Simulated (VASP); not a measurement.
Wanted: the native input for a VASP 6.6.1 run.

```yaml
Task: single point
Functional: PBE
Potentials_or_basis: VASP PAW PBE potentials, release 64 (Sc_sv, Si)
Cutoff: 520 eV
k_mesh: 8 × 8 × 8
Occupations: gaussian, width 0.05 eV
Spin: no spin polarisation
Hubbard_terms: Sc d U = 5.0 eV
Dipole_correction: no
Further_INCAR_settings: ALGO = Normal; EDIFF = 1e-07; NBANDS = 20
```

The structure of ScSi3 lies in POSCAR:

```
ScSi3
1.0
    3.9655533451      0.0000000000      0.0000000000
    0.0000000000      3.9655533451      0.0000000000
    0.0000000000      0.0000000000      3.9655533451
Sc Si
1 3
Direct
    0.0000000000      0.0000000000      0.0000000000
    0.0000000000      0.5000000000      0.5000000000
    0.5000000000      0.5000000000      0.0000000000
    0.5000000000      0.0000000000      0.5000000000
```

One way to write it, as run:

INCAR

```
ALGO = Normal
EDIFF = 1E-7
ENCUT = 520
GGA = PE
ISIF = 2
ISMEAR = 0
LASPH = T
LCHARG = T
LDAU = T
LDAUJ = 0 0
LDAUL = 2 -1
LDAUPRINT = 1
LDAUTYPE = 2
LDAUU = 5 0
LELF = T
LMAXMIX = 4
LREAL = F
LVHAR = T
LWAVE = F
NBANDS = 20
NELM = 150
PREC = Accurate
SIGMA = 0.05
```

KPOINTS

```
k-points
0
Gamma
  8 8 8
```

Potentials or basis: VASP PAW PBE potentials, release 64 (Sc_sv, Si).

The run is started by

```bash
$ cat potpaw_PBE.64/Sc_sv/POTCAR potpaw_PBE.64/Si/POTCAR > POTCAR
$ mpirun -np 1 vasp_std > vasp.out
```

It gave:

- Pressure: 6.4 GPa

Caveat: U without spin polarisation on a metal has little footing; the U is typed as a test and isn't derived for this compound.

Wall time 61 s on 1 thread of AMD EPYC 7R13 Processor (Zen 3), on a shared host, peak memory 0.15 GiB.
